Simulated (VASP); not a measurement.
# NaF (P6_3/mmc) in VASP: single point with PBE

Aim: the single point of NaF with PBE.

Program: VASP 6.6.1. These are calculated values, not measurements. Logs are shortened: lines on timing, memory, paths and dates and some standing lists are left out, and cuts for length are marked.

## (1) The cell of the first run

The structure is hexagonal, space group P6_3/mmc (No. 194). Conventional cell: a = 3.255 Å, b = 3.255 Å, c = 5.696 Å, α = 90.00°, β = 90.00°, γ = 120.00°. Within 3.1 Å of Na (site symmetry -3m) lie 6 F at 2.36 Å and 2 Na at 2.85 Å. F (site symmetry -6m2) has 6 Na at 2.36 Å within 3.1 Å.

## (2) Single point, PBE, collinear spin (atoms taken out)

Input file INCAR:

```
  ALGO = Normal
  EDIFF = 1E-6
  ENCUT = 520
  GGA = PE
  ISIF = 2
  ISMEAR = 0
  ISPIN = 2
  LASPH = T
  LCHARG = T
  LELF = T
  LORBIT = 11
  LREAL = F
  LVHAR = T
  LWAVE = F
  MAGMOM = 0 0 0.34 0.34
  NBANDS = 26
  NELM = 150
  PREC = Accurate
  SIGMA = 0.1
```

Input file KPOINTS:

```
k-points
0
Gamma
  18 18 4
```

Input file POSCAR:

```
NaF
1.0
    3.2548848956      0.0000000000      0.0000000000
   -1.6274424478      2.8188130060      0.0000000000
    0.0000000000      0.0000000000      5.6957475434
Na F
2 2
Direct
    0.0000000000      0.0000000000      0.0000000000
    0.0000000000      0.0000000000      0.5000000000
    0.3333333333      0.6666666667      0.2499996559
    0.6666666667      0.3333333333      0.7500003441
```

Potentials or basis: VASP PAW PBE potentials, release 64 (Na_pv, F).

On the command line:

```bash
$ cat potpaw_PBE.64/Na_pv/POTCAR potpaw_PBE.64/F/POTCAR > POTCAR
$ mpirun -np 1 vasp_std > vasp.out
```

OUTCAR:

```text
EDIFF = 1E-6
   ENCUT = 520
   GGA = PE
   ISIF = 2
   ISMEAR = 0
   ISPIN = 2
   LASPH = T
   LORBIT = 11
   LREAL = F
   NELM = 150
   PREC = Accurate

 ion  position               nearest neighbor table
   1  0.000  0.000  0.000-
   2  0.000  0.000  0.500-
   3  0.333  0.667  0.250-
   4  0.667  0.333  0.750-

  LATTYP: Found a hexagonal cell.
 ALAT       =     3.2548848956
 C/A-ratio  =     1.7499075163

  Lattice vectors:

 A1 = (   3.2548848956,   0.0000000000,   0.0000000000)
 A2 = (  -1.6274424478,   2.8188130060,   0.0000000000)
 A3 = (   0.0000000000,   0.0000000000,   5.6957475434)

Analysis of symmetry for initial positions (statically):
=====================================================================
 Subroutine PRICEL returns:
 Original cell was already a primitive cell.

 Routine SETGRP: Setting up the symmetry group for a
 hexagonal supercell.

 Subroutine GETGRP returns: Found 24 space group operations
 (whereof 12 operations were pure point group operations)
 out of a pool of 24 trial point group operations.

The static configuration has the point symmetry D_3d.
 The point group associated with its full space group is D_6h.

Analysis of symmetry for dynamics (positions and initial velocities):
=====================================================================
 Subroutine PRICEL returns:
 Original cell was already a primitive cell.

 Routine SETGRP: Setting up the symmetry group for a
 hexagonal supercell.

 Subroutine GETGRP returns: Found 24 space group operations
 (whereof 12 operations were pure point group operations)
 out of a pool of 24 trial point group operations.

The dynamic configuration has the point symmetry D_3d.
 The point group associated with its full space group is D_6h.

Analysis of structural, dynamic, and magnetic symmetry:
=====================================================================
 Subroutine PRICEL returns:
 Original cell was already a primitive cell.

 Routine SETGRP: Setting up the symmetry group for a
 hexagonal supercell.

 Subroutine GETGRP returns: Found 24 space group operations
 (whereof 12 operations were pure point group operations)
 out of a pool of 24 trial point group operations.

The overall configuration has the point symmetry D_3d.
 The point group associated with its full space group is D_6h.

 Subroutine INISYM returns: Found 24 space group operations
 (whereof 12 operations are pure point group operations),
 and found     1 'primitive' translations

----------------------------------------------------------------------------------------

                                     Primitive cell

  volume of cell :      52.2580

  direct lattice vectors                    reciprocal lattice vectors
     3.254884896  0.000000000  0.000000000     0.307230526  0.177379627  0.000000000
    -1.627442448  2.818813006  0.000000000     0.000000000  0.354759254  0.000000000
     0.000000000  0.000000000  5.695747543     0.000000000  0.000000000  0.175569579

  length of vectors
     3.254884896  3.254884896  5.695747543     0.354759254  0.354759254  0.175569579

  position of ions in fractional coordinates (direct lattice)
     0.000000000  0.000000000  0.000000000
     0.000000000  0.000000000  0.500000000
     0.333333333  0.666666667  0.249999656
     0.666666667  0.333333333  0.750000344

  ion indices of the primitive-cell ions
   primitive index   ion index
                 1           1
                 2           2
                 3           3
                 4           4

----------------------------------------------------------------------------------------

 KPOINTS: k-points

Automatic generation of k-mesh.
 Grid dimensions read from file:
 generate k-points for:   18   18    4

 Generating k-lattice:

  Cartesian coordinates                     Fractional coordinates (reciprocal lattice)
     0.017068363  0.009854424  0.000000000     0.055555556 -0.000000000  0.000000000
     0.000000000  0.019708847  0.000000000     0.000000000  0.055555556  0.000000000
     0.000000000  0.000000000  0.043892395     0.000000000  0.000000000  0.250000000

  Length of vectors
     0.019708847  0.019708847  0.043892395

  Shift w.r.t. Gamma in fractional coordinates (k-lattice)
     0.000000000  0.000000000  0.000000000

 Subroutine IBZKPT returns following result:
 ===========================================

 Found    111 irreducible k-points:

 Following reciprocal coordinates:
            Coordinates               Weight
  0.000000  0.000000  0.000000      1.000000
  0.055556 -0.000000  0.000000      6.000000
  0.111111 -0.000000  0.000000      6.000000
  0.166667 -0.000000  0.000000      6.000000
  0.222222 -0.000000  0.000000      6.000000
  0.277778  0.000000  0.000000      6.000000
[... 16 lines left out ...]
  0.333333  0.111111  0.000000     12.000000
  0.388889  0.111111  0.000000     12.000000
 [... further k-points ...]
   k-points           NKPTS =    111   k-points in BZ     NKDIM =    111   number of bands    NBANDS=     26
   number of dos      NEDOS =    301   number of ions     NIONS =      4
   total plane-waves  NPLWV =  24192
   dimension x,y,z NGX =    24 NGY =   24 NGZ =   42
   dimension x,y,z NGXF=    48 NGYF=   48 NGZF=   84
   ions per type =               2   2
   NGX,Y,Z   is equivalent  to a cutoff of  12.26, 12.26, 12.26 a.u.
   NGXF,Y,Z  is equivalent  to a cutoff of  24.52, 24.52, 24.52 a.u.
 SYSTEM =  unknown system
   PREC   = accura    normal or accurate (medium, high low for compatibility)
   ISTART =      0    job   : 0-new  1-cont  2-samecut
   ICHARG =      2    charge: 1-file 2-atom 10-const
   ISPIN  =      2    spin polarized calculation?
   LNONCOLLINEAR =      F non collinear calculations
   LSORBIT =      F    spin-orbit coupling
   LASPH  =      T    aspherical Exc in radial PAW
   ENCUT  =  520.0 eV  38.22 Ry    6.18 a.u.   6.05  6.05 10.59*2*pi/ulx,y,z
   NELM   =    150;   NELMIN=  2; NELMDL= -5     # of ELM steps
   EDIFF  = 0.1E-05   stopping-criterion for ELM
   LREAL  =      F    real-space projection
   EDIFFG = 0.1E-04   stopping-criterion for IOM
   NSW    =      0    number of steps for IOM
   IBRION =     -1    ionic relax: 0-MD 1-quasi-New 2-CG
   NFREE  =      0    steps in history (QN), initial steepest desc. (CG)
   ISIF   =      2    stress and relaxation
   ISYM   =      2    0-nonsym 1-usesym 2-fastsym
   POTIM  = 0.5000    time-step for ionic-motion
   TEBEG  =    0.0;   TEEND  =   0.0 temperature during run
   PSTRESS=    0.0 pullay stress
   NELECT =      28.0000    total number of electrons
   NUPDOWN=      -1.0000    fix difference up-down
   EMIN   =  10.00;   EMAX   =-10.00  energy-range for DOS
   EFERMI =   0.00;   METHOD = LEGACY
   ISMEAR =     0;   SIGMA  =   0.10  broadening in eV -4-tet -1-fermi 0-gaus
   EFERMI_NEDOS =   21; number of points for ismear=-14 and -15
   IALGO  =     38    algorithm
   IMIX   =      4    mixing-type and parameters
     AMIX     =   0.40;   BMIX     =  1.00
     AMIX_MAG =   1.60;   BMIX_MAG =  1.00
  volume/ion in A,a.u.               =      13.06        88.16
  Fermi-wavevector in a.u.,A,eV,Ry     =   1.329668  2.512709 24.055340  1.768018
  Thomas-Fermi vector in A             =   2.458813
   LORBIT       =     11    0 simple, 1 ext, 2 COOP (PROOUT), +10 PAW based schemes
   GGA     = PE    functional components
   LHFCALC =     F    Hartree Fock is set to
   AEXX    =    0.0000 exact exchange contribution
   IVDW    =     0    specifies the selected vdW correction
   LEPSILON=     F    determine dielectric tensor
   LRPA    =     F    only Hartree local field effects (RPA)
 spin polarized calculation
 Gauss-broadening in eV      SIGMA  =   0.10
  energy-cutoff  :      520.00
  volume of cell :       52.26
 maximum number of plane-waves:      1428
   NGX = 13   NGY = 13   NGZ = 21

 number of electron      27.9999984 magnetization      -0.0000254

 number of electron      27.9999984 magnetization       0.0000132

 Free energy of the ion-electron system (eV)
  ---------------------------------------------------
  ext. energy  EPLUGINS =         0.00000000
  ---------------------------------------------------
  free energy    TOTEN  =       -16.96345142 eV

  energy without entropy =      -16.96345142  energy(sigma->0) =      -16.96345142

 E-fermi :  -1.7997     XC(G=0):  -8.9195

 val. band max:       -2.2009167253   @ k =   0.0000   0.0000   0.0000
 cond. band min:       3.7690654471   @ k =   0.0000   0.0000   0.0000
 fundamental gap:      5.9699821724
 Fermi energy:        -1.7996927145

 spin component 1

 k-point     1 :       0.0000    0.0000    0.0000
  band No.  band energies     occupation
      1     -22.2271      1.00000
      2     -21.5346      1.00000
      3     -21.5346      1.00000
      4     -21.5069      1.00000
      5     -21.5069      1.00000
      6     -21.4821      1.00000
[... 18 lines left out ...]
     25      19.9375      0.00000
     26      20.6412      0.00000
[... 644 lines left out ...]
      4     -21.6094      1.00000
      5     -21.5375      1.00000
      6     -21.4666      1.00000
[... 18 lines left out ...]
     25      21.2252      0.00000
     26      21.9121      0.00000

 [... further k-points ...]

 spin component 2

 k-point     1 :       0.0000    0.0000    0.0000
  band No.  band energies     occupation
      1     -22.2271      1.00000
      2     -21.5346      1.00000
      3     -21.5346      1.00000
      4     -21.5069      1.00000
      5     -21.5068      1.00000
      6     -21.4821      1.00000
[... 18 lines left out ...]
     25      19.9376      0.00000
     26      20.6413      0.00000
[... 644 lines left out ...]
      4     -21.6094      1.00000
      5     -21.5375      1.00000
      6     -21.4666      1.00000
[... 18 lines left out ...]
     25      21.2252      0.00000
     26      21.9121      0.00000

 [... further k-points ...]

------------------------ aborting loop because EDIFF is reached ----------------------------------------

  FORCE on cell =-STRESS in cart. coord.  units (eV):
  Direction    XX          YY          ZZ          XY          YZ          ZX
  --------------------------------------------------------------------------------------
  -------------------------------------------------------------------------------------
  Total       -0.0605105     -0.0605105     -0.0488486      0.0000000     -0.0000000      0.0000000
  in kB       -1.8551917     -1.8551917     -1.4976501      0.0000000     -0.0000000      0.0000000
  external PRESSURE =      -1.7360112 kB  Pullay stress =       0.0000000 kB

 VOLUME and BASIS-vectors are now :
 -----------------------------------------------------------------------------
  energy-cutoff  :      520.00
  volume of cell :       52.26
      direct lattice vectors                 reciprocal lattice vectors
     3.254884896  0.000000000  0.000000000     0.307230526  0.177379627  0.000000000
    -1.627442448  2.818813006  0.000000000     0.000000000  0.354759254  0.000000000
     0.000000000  0.000000000  5.695747543     0.000000000  0.000000000  0.175569579

 POSITION                                       TOTAL-FORCE (eV/Angst)
 -----------------------------------------------------------------------------------
      0.00000      0.00000      0.00000        -0.000000      0.000000     -0.000000
      0.00000      0.00000      2.84787        -0.000000      0.000000     -0.000000
     -0.00000      1.87921      1.42393         0.000000     -0.000000      0.000000
      1.62744      0.93960      4.27181         0.000000      0.000000      0.000000
 -----------------------------------------------------------------------------------
    total drift:                               -0.000000      0.000000      0.000000

  FREE ENERGIE OF THE ION-ELECTRON SYSTEM (eV)
  ---------------------------------------------------
  free  energy   TOTEN  =       -16.9634514189 eV

  energy  without entropy=      -16.9634514189  energy(sigma->0) =      -16.96345142

 total charge

# of ion       s       p       d       tot
------------------------------------------
    1        0.047   5.989   0.000   6.036
    2        0.047   5.989   0.000   6.036
    3        1.728   4.372   0.000   6.100
    4        1.728   4.372   0.000   6.100
--------------------------------------------------
tot          3.550  20.723   0.000  24.273

 magnetization (x)

# of ion       s       p       d       tot
------------------------------------------
    1        0.000  -0.000   0.000  -0.000
    2        0.000  -0.000   0.000  -0.000
    3       -0.000  -0.000   0.000  -0.000
    4       -0.000  -0.000   0.000  -0.000
--------------------------------------------------
tot         -0.000  -0.000   0.000  -0.000
```

Wall time 4.6 min (1 thread of AMD EPYC 7R43 (Zen 3), shared host); peak memory 0.27 GiB.

What came out:

```
Free energy                                           : -16.9635 eV
Pressure                                              : -0.2 GPa
Band gap on the k mesh                                : 5.97 eV
Net moment                                            : 0.00 μB per cell
Valence electrons inside the program's atomic spheres : Na 6.04; F 6.10
```

Levels at points of the mesh, in eV from the valence-band top:
Spin up:
| k point | band 10 | band 11 | band 12 | band 13 | band 14 | band 15 | band 16 | band 17 | band 18 | band 19 |
| --- | --- | --- | --- | --- | --- | --- | --- | --- | --- | --- |
| (0.00, 0.00, 0.00) | -0.19 | -0.18 | -0.18 | 0.00 | 0.00 | 5.97 | 10.40 | 11.49 | 16.71 | 19.57 |
| (0.50, 0.00, 0.00) | -1.08 | -0.75 | -0.51 | -0.36 | -0.26 | 10.42 | 11.76 | 13.33 | 13.66 | 13.84 |
| (0.00, 0.00, 0.50) | -0.98 | -0.09 | -0.09 | -0.09 | -0.09 | 7.68 | 7.68 | 14.37 | 14.37 | 19.62 |
| (0.50, 0.00, 0.50) | -1.39 | -0.49 | -0.49 | -0.31 | -0.31 | 11.38 | 11.38 | 12.42 | 12.42 | 15.33 |
Spin down:
```csv
k point,band 11,band 12,band 13,band 14,band 15,band 16,band 17,band 18
"(0.00, 0.00, 0.00)",-0.18,-0.18,0.00,0.00,5.97,10.40,11.49,16.71
"(0.50, 0.00, 0.00)",-0.75,-0.51,-0.36,-0.26,10.42,11.76,13.33,13.66
"(0.00, 0.00, 0.50)",-0.09,-0.09,-0.09,-0.09,7.68,7.68,14.37,14.37
"(0.50, 0.00, 0.50)",-0.49,-0.49,-0.31,-0.31,11.38,11.38,12.42,12.42
```

Caveat: the cell differs from its parent crystal (atoms taken out).
